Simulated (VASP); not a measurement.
Ge: single point with r2SCAN

The system is Ge.

```
Ge
1.0
     1.35346   -2.51920    0.00000
     1.35346    2.51920    0.00000
     0.00000    0.00000    2.87524
Ge
1
Direct
  0.50000 0.50000 0.00000
```

This cell differs from its parent crystal: ratio of the length along z to the lengths across it x 1.1, volume and fractional coordinates fixed.

```json
{"Program": "VASP 6.6.1", "Task": "single point", "Functional": "r2SCAN", "Potentials or basis": "VASP PAW PBE potentials, release 64 (Ge_d)", "Cutoff": "520 eV", "k mesh": "22 × 22 × 20", "Occupations": "gaussian, width 0.15 eV", "Spin": "no spin polarisation", "Dipole correction": "no", "Further INCAR settings": "ALGO = Normal; EDIFF = 1e-06; NBANDS = 13"}
```

```
Pressure               : -1.9 GPa
Band gap on the k mesh : zero (band 7 reaches 11.45 eV, above the bottom of band 8 at 3.27 eV)
```

Stress tensor (GPa, compression positive):
```
  4.14   0.00   0.00
  0.00   0.92   0.00
  0.00   0.00 -10.81
```

Levels at points of the mesh, in eV from the Fermi level:
```csv
k point,band 5,band 6,band 7,band 8,band 9,band 10
"(0.00, 0.00, 0.00)",-25.28,-13.60,4.57,8.84,8.96,10.75
"(0.50, 0.00, 0.00)",-25.27,-7.47,-5.59,4.55,8.81,9.28
"(0.50, 0.50, 0.00)",-25.29,-8.49,-5.85,6.61,8.48,10.56
"(0.00, 0.00, 0.50)",-25.31,-10.65,-5.95,11.20,12.99,17.04
"(0.50, 0.00, 0.50)",-25.22,-4.09,-3.31,-1.11,4.09,6.77
"(0.50, 0.50, 0.50)",-25.25,-5.22,-3.51,-1.87,3.65,8.84
```

It took 11 min on 1 thread of Intel(R) Xeon(R) Platinum 8259CL CPU @ 2.50GHz (Skylake/Cascade Lake) (shared host), peak memory 0.44 GiB.

Caveat: the PAW data sets were made with another functional, which shifts forces and pressure a little.
